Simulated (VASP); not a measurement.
Set up this calculation in VASP 6.6.1, as the native input.

| Quantity | Value |
| --- | --- |
| Task | single point |
| Functional | PBE |
| Dispersion | D3(BJ) |
| Potentials or basis | VASP PAW PBE potentials, release 64 (Br) |
| Cutoff | 520 eV |
| k mesh | 10 × 10 × 4 |
| Occupations | gaussian, width 0.02 eV |
| Spin | no spin polarisation |
| Dipole correction | no |
| Further INCAR settings | ALGO = Normal; EDIFF = 1e-07; NBANDS = 22 |

The structure of Br lies in POSCAR:

```
Br
1.0
    2.7045174529     -1.7762902289      0.0000000000
    2.7045174529      1.7762902289      0.0000000000
    0.0000000000      0.0000000000      7.9773705380
Br
4
Direct
    0.1893556628      0.8106443372      0.1229172832
    0.6893556628      0.3106443372      0.3770827168
    0.8106443372      0.1893556628      0.8770827168
    0.3106443372      0.6893556628      0.6229172832
```

These files were run (other wordings do the same):

INCAR

```
ALGO = Normal ; EDIFF = 1E-7
ENCUT = 520 ; GGA = PE
ISIF = 2 ; ISMEAR = 0
IVDW = 12 ; LASPH = T
LCHARG = F ; LREAL = F
LWAVE = F ; NBANDS = 22
NELM = 80 ; PREC = Accurate
SIGMA = 0.02
```

KPOINTS

```
k-points
0
Gamma
  10 10 4
```

Potentials or basis: VASP PAW PBE potentials, release 64 (Br).

Command:

```sh
$ cat potpaw_PBE.64/Br/POTCAR > POTCAR
$ mpirun -np 1 vasp_std > vasp.out
```

Results of the run:

- Pressure: 25.1 GPa
- Largest force: 0.006 eV/Å
- Band gap on the k mesh: 0.54 eV (least direct gap 1.09 eV)
- Dispersion energy per atom: -0.387 eV

Caveat: the cell stands under pressure.

Run time: 2.9 min on 1 thread of Intel Xeon 8259CL (shared host), peak memory 0.26 GiB.
